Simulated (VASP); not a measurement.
# CsSnI3 (Pm-3m) in VASP: settings compared

CsSnI3 is run at these levels: BLYP+D4, PBEsol; tasks: relaxation of cell and atoms, single point.

Program: VASP 6.6.1. These are calculated values, not measurements. Logs are shortened: lines on timing, memory, paths and dates and some standing lists are left out, and cuts for length are marked.

## 1. The cell of the first run

The structure is cubic, space group Pm-3m (No. 221). The conventional cell has a = 6.206 Å, b = 6.206 Å, c = 6.206 Å, α = 90.00°, β = 90.00°, γ = 90.00°. Cs (site symmetry m-3m) has 12 I at 4.39 Å and 8 Sn at 5.37 Å within 5.8 Å. I (site symmetry 4/mmm) has 2 Sn at 3.10 Å within 4.1 Å. Within 4.1 Å of Sn (site symmetry m-3m) lie 6 I at 3.10 Å.

## 2. Relaxation of cell and atoms, BLYP+D4

Input file INCAR:

```
SYSTEM = CsSnI3
AGGAC = 1.0
AGGAX = 1.0
ALDAC = 0.0
ALDAX = 1.0
ALGO = Normal
EDIFF = 1E-7
EDIFFG = -0.01
ENCUT = 600
GGA = B5
IBRION = 2
ISIF = 3
ISMEAR = -1
IVDW = 13
LASPH = .True.
LCHARG = .False.
LREAL = .False.
LWAVE = .False.
NELM = 80
NSW = 60
PREC = Accurate
SIGMA = 0.05
VDW_A1 = 0.44488865
VDW_A2 = 4.0933009
VDW_S6 = 1.0
VDW_S8 = 2.34076671
```

Input file KPOINTS:

```
k-points
0
Gamma
  5 5 5
  0 0 0
```

Input file POSCAR:

```
CsSnI3
1.0
    6.2057000000      0.0000000000      0.0000000000
    0.0000000000      6.2057000000      0.0000000000
    0.0000000000      0.0000000000      6.2057000000
Cs I Sn
1 3 1
Direct
    0.0000000000      0.0000000000      0.0000000000
    0.5000000000      0.5000000000      0.0000000000
    0.5000000000      0.0000000000      0.5000000000
    0.0000000000      0.5000000000      0.5000000000
    0.5000000000      0.5000000000      0.5000000000
```

Potentials or basis: VASP PAW PBE potentials, release 64 (Cs_sv, I, Sn_d).

Run with:

```
$ cat potpaw_PBE.64/Cs_sv/POTCAR potpaw_PBE.64/I/POTCAR potpaw_PBE.64/Sn_d/POTCAR > POTCAR
$ mpirun -np 1 vasp_std > vasp.out
```

OUTCAR:

```text
SYSTEM = CsSnI3
   EDIFF = 1E-7
   EDIFFG = -0.01
   ENCUT = 600
   GGA = B5
   IBRION = 2
   ISIF = 3
   ISMEAR = -1
   IVDW = 13
   LASPH = .True.
   LREAL = .False.
   NELM = 80
   NSW = 60
   PREC = Accurate

 ion  position               nearest neighbor table
   1  0.000  0.000  0.000-
   2  0.500  0.500  0.000-   5 3.10   5 3.10
   3  0.500  0.000  0.500-   5 3.10   5 3.10
   4  0.000  0.500  0.500-   5 3.10   5 3.10
   5  0.500  0.500  0.500-   2 3.10   3 3.10   4 3.10   2 3.10   3 3.10   4 3.10

  LATTYP: Found a simple cubic cell.
 ALAT       =     6.2057000000

  Lattice vectors:

 A1 = (   6.2057000000,   0.0000000000,   0.0000000000)
 A2 = (   0.0000000000,   6.2057000000,   0.0000000000)
 A3 = (   0.0000000000,   0.0000000000,   6.2057000000)

Analysis of symmetry for initial positions (statically):
=====================================================================
 Subroutine PRICEL returns:
 Original cell was already a primitive cell.

 Routine SETGRP: Setting up the symmetry group for a
 simple cubic supercell.

 Subroutine GETGRP returns: Found 48 space group operations
 (whereof 48 operations were pure point group operations)
 out of a pool of 48 trial point group operations.

The static configuration has the point symmetry O_h .

Analysis of symmetry for dynamics (positions and initial velocities):
=====================================================================
 Subroutine PRICEL returns:
 Original cell was already a primitive cell.

 Routine SETGRP: Setting up the symmetry group for a
 simple cubic supercell.

 Subroutine GETGRP returns: Found 48 space group operations
 (whereof 48 operations were pure point group operations)
 out of a pool of 48 trial point group operations.

The dynamic configuration has the point symmetry O_h .

 Subroutine INISYM returns: Found 48 space group operations
 (whereof 48 operations are pure point group operations),
 and found     1 'primitive' translations

----------------------------------------------------------------------------------------

                                     Primitive cell

  volume of cell :     238.9859

  direct lattice vectors                    reciprocal lattice vectors
     6.205700000  0.000000000  0.000000000     0.161142176  0.000000000  0.000000000
     0.000000000  6.205700000  0.000000000     0.000000000  0.161142176  0.000000000
     0.000000000  0.000000000  6.205700000     0.000000000  0.000000000  0.161142176

  length of vectors
     6.205700000  6.205700000  6.205700000     0.161142176  0.161142176  0.161142176

  position of ions in fractional coordinates (direct lattice)
     0.000000000  0.000000000  0.000000000
     0.500000000  0.500000000  0.000000000
     0.500000000  0.000000000  0.500000000
     0.000000000  0.500000000  0.500000000
     0.500000000  0.500000000  0.500000000

  ion indices of the primitive-cell ions
   primitive index   ion index
                 1           1
                 2           2
                 3           3
                 4           4
                 5           5

----------------------------------------------------------------------------------------

 KPOINTS: k-points

Automatic generation of k-mesh.
 Grid dimensions read from file:
 generate k-points for:    5    5    5

 Generating k-lattice:

  Cartesian coordinates                     Fractional coordinates (reciprocal lattice)
     0.032228435  0.000000000  0.000000000     0.200000000  0.000000000  0.000000000
     0.000000000  0.032228435  0.000000000     0.000000000  0.200000000  0.000000000
     0.000000000  0.000000000  0.032228435     0.000000000  0.000000000  0.200000000

  Length of vectors
     0.032228435  0.032228435  0.032228435

  Shift w.r.t. Gamma in fractional coordinates (k-lattice)
     0.000000000  0.000000000  0.000000000

 Subroutine IBZKPT returns following result:
 ===========================================

 Found     10 irreducible k-points:

 Following reciprocal coordinates:
            Coordinates               Weight
  0.000000  0.000000  0.000000      1.000000
  0.200000  0.000000  0.000000      6.000000
  0.400000  0.000000  0.000000      6.000000
  0.200000  0.200000  0.000000     12.000000
  0.400000  0.200000  0.000000     24.000000
  0.400000  0.400000  0.000000     12.000000
  0.200000  0.200000  0.200000      8.000000
  0.400000  0.200000  0.200000     24.000000
  0.400000  0.400000  0.200000     24.000000
  0.400000  0.400000  0.400000      8.000000
   k-points           NKPTS =     10   k-points in BZ     NKDIM =     10   number of bands    NBANDS=     26
   number of dos      NEDOS =    301   number of ions     NIONS =      5
   total plane-waves  NPLWV = 125000
   dimension x,y,z NGX =    50 NGY =   50 NGZ =   50
   dimension x,y,z NGXF=   100 NGYF=  100 NGZF=  100
   ions per type =               1   3   1
   NGX,Y,Z   is equivalent  to a cutoff of  13.39, 13.39, 13.39 a.u.
   NGXF,Y,Z  is equivalent  to a cutoff of  26.79, 26.79, 26.79 a.u.
 SYSTEM =  CsSnI3
   PREC   = accura    normal or accurate (medium, high low for compatibility)
   ISTART =      0    job   : 0-new  1-cont  2-samecut
   ICHARG =      2    charge: 1-file 2-atom 10-const
   ISPIN  =      1    spin polarized calculation?
   LNONCOLLINEAR =      F non collinear calculations
   LSORBIT =      F    spin-orbit coupling
   LASPH  =      T    aspherical Exc in radial PAW
   ENCUT  =  600.0 eV  44.10 Ry    6.64 a.u.  12.39 12.39 12.39*2*pi/ulx,y,z
   NELM   =     80;   NELMIN=  2; NELMDL= -5     # of ELM steps
   EDIFF  = 0.1E-06   stopping-criterion for ELM
   LREAL  =      F    real-space projection
   EDIFFG = -.1E-01   stopping-criterion for IOM
   NSW    =     60    number of steps for IOM
   IBRION =      2    ionic relax: 0-MD 1-quasi-New 2-CG
   NFREE  =      1    steps in history (QN), initial steepest desc. (CG)
   ISIF   =      3    stress and relaxation
   ISYM   =      2    0-nonsym 1-usesym 2-fastsym
   POTIM  = 0.5000    time-step for ionic-motion
   TEBEG  =    0.0;   TEEND  =   0.0 temperature during run
   PSTRESS=    0.0 pullay stress
   NELECT =      44.0000    total number of electrons
   NUPDOWN=      -1.0000    fix difference up-down
   EMIN   =  10.00;   EMAX   =-10.00  energy-range for DOS
   EFERMI =   0.00;   METHOD = LEGACY
   ISMEAR =    -1;   SIGMA  =   0.05  broadening in eV -4-tet -1-fermi 0-gaus
   EFERMI_NEDOS =   21; number of points for ismear=-14 and -15
   IALGO  =     38    algorithm
   IMIX   =      4    mixing-type and parameters
     AMIX     =   0.40;   BMIX     =  1.00
     AMIX_MAG =   1.60;   BMIX_MAG =  1.00
  volume/ion in A,a.u.               =      47.80       322.55
  Fermi-wavevector in a.u.,A,eV,Ry     =   0.931326  1.759950 11.801253  0.867368
  Thomas-Fermi vector in A             =   2.057807
   LORBIT       =      0    0 simple, 1 ext, 2 COOP (PROOUT), +10 PAW based schemes
   GGA     = B5    functional components
   LHFCALC =     F    Hartree Fock is set to
   AEXX    =    0.0000 exact exchange contribution
   IVDW    =    13    specifies the selected vdW correction
   LEPSILON=     F    determine dielectric tensor
   LRPA    =     F    only Hartree local field effects (RPA)
 conjugate gradient relaxation of ions
 non-spin polarized calculation
  energy-cutoff  :      600.00
  volume of cell :      238.99
 maximum number of plane-waves:      8025
 NGX is ok and might be reduce to    50
   NGX = 25   NGY = 25   NGZ = 25

--------------------------------------- Ionic step        1  -------------------------------------------

 number of electron      43.9999989 magnetization

 Free energy of the ion-electron system (eV)
  ---------------------------------------------------
  ext. energy  EPLUGINS =         0.00000000
  ---------------------------------------------------
  free energy    TOTEN  =       -12.14163351 eV

  energy without entropy =      -12.14163350  energy(sigma->0) =      -12.14163351

------------------------ aborting loop because EDIFF is reached ----------------------------------------

  DFT-D4 for vdW energy calculation

  Edisp (eV):   -2.42266

  FORCE on cell =-STRESS in cart. coord.  units (eV):
  Direction    XX          YY          ZZ          XY          YZ          ZX
  --------------------------------------------------------------------------------------
  -------------------------------------------------------------------------------------
  Total       0.64079     0.64079     0.64079     0.00000     0.00000     0.00000
  in kB       4.29591     4.29591     4.29591     0.00000     0.00000     0.00000
  external pressure =        4.30 kB  Pullay stress =        0.00 kB

 VOLUME and BASIS-vectors are now :
 -----------------------------------------------------------------------------
  energy-cutoff  :      600.00
  volume of cell :      238.99
      direct lattice vectors                 reciprocal lattice vectors
     6.205700000  0.000000000  0.000000000     0.161142176  0.000000000  0.000000000
     0.000000000  6.205700000  0.000000000     0.000000000  0.161142176  0.000000000
     0.000000000  0.000000000  6.205700000     0.000000000  0.000000000  0.161142176

 POSITION                                       TOTAL-FORCE (eV/Angst)
 -----------------------------------------------------------------------------------
      0.00000      0.00000      0.00000         0.000000      0.000000      0.000000
      3.10285      3.10285      0.00000         0.000000      0.000000      0.000000
      3.10285      0.00000      3.10285         0.000000      0.000000      0.000000
      0.00000      3.10285      3.10285         0.000000      0.000000      0.000000
      3.10285      3.10285      3.10285         0.000000      0.000000      0.000000
 -----------------------------------------------------------------------------------
    total drift:                                0.000000     -0.000000      0.000000
[... 34 lines left out ...]
 POSITION                                       TOTAL-FORCE (eV/Angst)
 -----------------------------------------------------------------------------------
      0.00000      0.00000      0.00000         0.000000     -0.000000      0.000000
      3.12203      3.12203     -0.00000         0.000000     -0.000000      0.000000
      3.12203      0.00000      3.12203         0.000000     -0.000000      0.000000
      0.00000      3.12203      3.12203         0.000000     -0.000000      0.000000
      3.12203      3.12203      3.12203        -0.000000      0.000000      0.000000
 -----------------------------------------------------------------------------------
    total drift:                                0.000000     -0.000000      0.000000

  FREE ENERGIE OF THE ION-ELECTRON SYSTEM (eV)
  ---------------------------------------------------
  free  energy   TOTEN  =       -14.5716743687 eV

  energy  without entropy=      -14.5716743647  energy(sigma->0) =      -14.57167437

--------------------------------------- Ionic step        3  -------------------------------------------

 number of electron      44.0000003 magnetization

 Free energy of the ion-electron system (eV)
  ---------------------------------------------------
  ext. energy  EPLUGINS =         0.00000000
  ---------------------------------------------------
  free energy    TOTEN  =       -12.20704421 eV

  energy without entropy =      -12.20704421  energy(sigma->0) =      -12.20704421

 E-fermi :   2.9833     XC(G=0):  -7.0183

 val. band max:        2.0848034483   @ k =   0.4000   0.4000   0.4000
 cond. band min:       3.9197005777   @ k =   0.4000   0.4000   0.4000
 fundamental gap:      1.8348971294
 Fermi energy:         2.9832920547

 k-point     1 :       0.0000    0.0000    0.0000
  band No.  band energies     occupation
      1     -19.2896      2.00000
      2     -19.0498      2.00000
      3     -19.0498      2.00000
      4     -19.0265      2.00000
      5     -19.0265      2.00000
      6     -19.0265      2.00000
[... 18 lines left out ...]
     25       6.2150      0.00000
     26       6.6163      0.00000

 k-point     2 :       0.2000    0.0000    0.0000
  band No.  band energies     occupation
      1     -19.2895      2.00000
      2     -19.0498      2.00000
      3     -19.0493      2.00000
      4     -19.0265      2.00000
      5     -19.0265      2.00000
      6     -19.0265      2.00000
[... 267 lines left out ...]
 VOLUME and BASIS-vectors are now :
 -----------------------------------------------------------------------------
  energy-cutoff  :      600.00
  volume of cell :      244.79
      direct lattice vectors                 reciprocal lattice vectors
     6.255574641 -0.000000000  0.000000000     0.159857416 -0.000000000  0.000000000
     0.000000000  6.255574641 -0.000000000     0.000000000  0.159857416 -0.000000000
    -0.000000000  0.000000000  6.255574641    -0.000000000  0.000000000  0.159857416

 POSITION                                       TOTAL-FORCE (eV/Angst)
 -----------------------------------------------------------------------------------
      0.00000      0.00000      0.00000         0.000000     -0.000000      0.000000
      3.12779      3.12779     -0.00000         0.000000     -0.000000      0.000000
      3.12779      0.00000      3.12779         0.000000     -0.000000      0.000000
      0.00000      3.12779      3.12779        -0.000000     -0.000000      0.000000
      3.12779      3.12779      3.12779        -0.000000      0.000000      0.000000
 -----------------------------------------------------------------------------------
    total drift:                                0.000000     -0.000000      0.000000

  FREE ENERGIE OF THE ION-ELECTRON SYSTEM (eV)
  ---------------------------------------------------
  free  energy   TOTEN  =       -14.5721424979 eV

  energy  without entropy=      -14.5721424940  energy(sigma->0) =      -14.57214250

 reached required accuracy - stopping structural energy minimisation
```

Run time: 4.2 min. Hardware: 1 thread of AMD EPYC 7R13 (Zen 3), shared host; peak memory 0.39 GiB.

What came out:

```yaml
Free_energy: -14.5721 eV
Relaxed_volume: 48.96 Å³/atom
Relaxed_cell: a = 6.256 Å, b = 6.256 Å, c = 6.256 Å, α = 90.00°, β = 90.00°, γ = 90.00°
Space_group_after_relaxing_to_0.1_Å: Pm-3m (No. 221)
Energy_gained_by_relaxing: 1.6 meV/atom
Ionic_steps: 3
Pressure_after_relaxing: 0.0 GPa
Band_gap_on_the_k_mesh: 1.83 eV
Dispersion_energy_per_atom: -0.473 eV
```

The path:
```tsv
step	energy change (eV)	largest force (eV/Å)	pressure (GPa)	volume (Å³)
1	0.0000	0.0000	0.43	238.99
2	-0.0074	0.0000	0.10	243.45
3	-0.0078	0.0000	0.01	244.79
```

Final structure:
```xyz
5
Lattice="6.2556 0.0000 0.0000 0.0000 6.2556 0.0000 0.0000 0.0000 6.2556" Properties=species:S:1:pos:R:3 pbc="T T T"
Cs    0.0000    0.0000    0.0000
I     3.1278    3.1278    0.0000
I     3.1278    0.0000    3.1278
I     0.0000    3.1278    3.1278
Sn    3.1278    3.1278    3.1278
```

Caveat: the PAW data sets were made with another functional, which shifts forces and pressure a little; spin-orbit coupling is left out, which moves the levels of the heavy elements; an odd mesh through Γ misses points on the zone boundary, where band edges can lie.

## 3. Single point, PBEsol

This run uses another cell than the first one, of 45.73 Å³/atom.

Input file INCAR:

```
PREC = Accurate ; ENCUT = 520
EDIFF = 1E-7 ; ISMEAR = -1
SIGMA = 0.05 ; LREAL = False
LASPH = True ; NELM = 60
ALGO = Normal ; ISIF = 2
LWAVE = False ; LCHARG = True
GGA = PS ; LELF = True
LVHAR = True ; NBANDS = 30
```

Input file KPOINTS:

```
regular mesh
0
Gamma
  5 5 5
```

Changes to POSCAR since step 2:

```diff
@@ -2,5 +2,5 @@
 1.0
-    6.2057000000      0.0000000000      0.0000000000
-    0.0000000000      6.2057000000      0.0000000000
-    0.0000000000      0.0000000000      6.2057000000
+    6.1150557155      0.0000000000      0.0000000000
+    0.0000000000      6.1150557155      0.0000000000
+    0.0000000000      0.0000000000      6.1150557155
 Cs I Sn
```

Potentials or basis: VASP PAW PBE potentials, release 64 (Cs_sv, I, Sn_d).

Run with:

```
$ cat potpaw_PBE.64/Cs_sv/POTCAR potpaw_PBE.64/I/POTCAR potpaw_PBE.64/Sn_d/POTCAR > POTCAR
$ mpirun -np 1 vasp_std > vasp.out
```

Wall time 79 s (1 thread of Intel Xeon Platinum 8259CL at 2.50GHz (Skylake/Cascade Lake), shared host); peak memory 0.35 GiB.

Results (log left out):

```
Free energy            : -15.1273 eV
Pressure               : 0.0 GPa
Band gap on the k mesh : 1.68 eV
```

Levels at points of the mesh, in eV from the valence-band top:
| k point | band 20 | band 21 | band 22 | band 23 | band 24 | band 25 |
| --- | --- | --- | --- | --- | --- | --- |
| (0.00, 0.00, 0.00) | -1.41 | -1.41 | -1.41 | 2.89 | 3.76 | 3.76 |

Caveat: the PAW data sets were made with another functional, which shifts forces and pressure a little; spin-orbit coupling is left out, which moves the levels of the heavy elements; an odd mesh through Γ misses points on the zone boundary, where band edges can lie.
